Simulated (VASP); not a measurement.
Here is a VASP 6.6.1 calculation.

The input INCAR:

```
SYSTEM = Yb
PREC     = Accurate       ! precision mode
ENCUT    = 520            ! plane-wave cutoff, eV
EDIFF    = 1E-7           ! SCF threshold, eV
ISMEAR   = 1              ! smearing method
SIGMA    = 0.1            ! smearing width, eV
LREAL    = .False.        ! projectors in reciprocal space
LASPH    = .True.         ! aspherical terms in the spheres
NELM     = 80             ! most SCF steps
ALGO     = Normal         ! electronic algorithm
ISIF     = 2              ! what is computed and relaxed
LWAVE    = .False.        ! write WAVECAR
LCHARG   = .False.        ! write CHGCAR
GGA      = CA             ! functional
NBANDS   = 18             ! bands
```

Contents of KPOINTS:

```
Automatic mesh
0
Gamma
  11 11 11
  0 0 0
```

POSCAR

```
Yb
1.0
    0.0000000000      2.4569516026      2.4569516026
    2.4569516026      0.0000000000      2.4569516026
    2.4569516026      2.4569516026      0.0000000000
Yb
1
Direct
    0.0000000000      0.0000000000      0.0000000000
```

Potentials or basis: VASP PAW PBE potentials, release 64 (Yb).

Run with:

```console
$ cat potpaw_PBE.64/Yb/POTCAR > POTCAR
$ mpirun -np 1 vasp_std > vasp.out
```

Task: Predict the pressure.

Result: 0.0 GPa.

Task: Estimate the band gap on the k mesh.

Result: Zero (bands 12 and 13 overlap by 0.14 eV).

Caveat: the PAW data sets were made with another functional, which shifts forces and pressure a little; spin-orbit coupling is left out, which moves the levels of the heavy elements. Spin polarisation is off, so any magnetic state and its effect on volume and gap are missing.
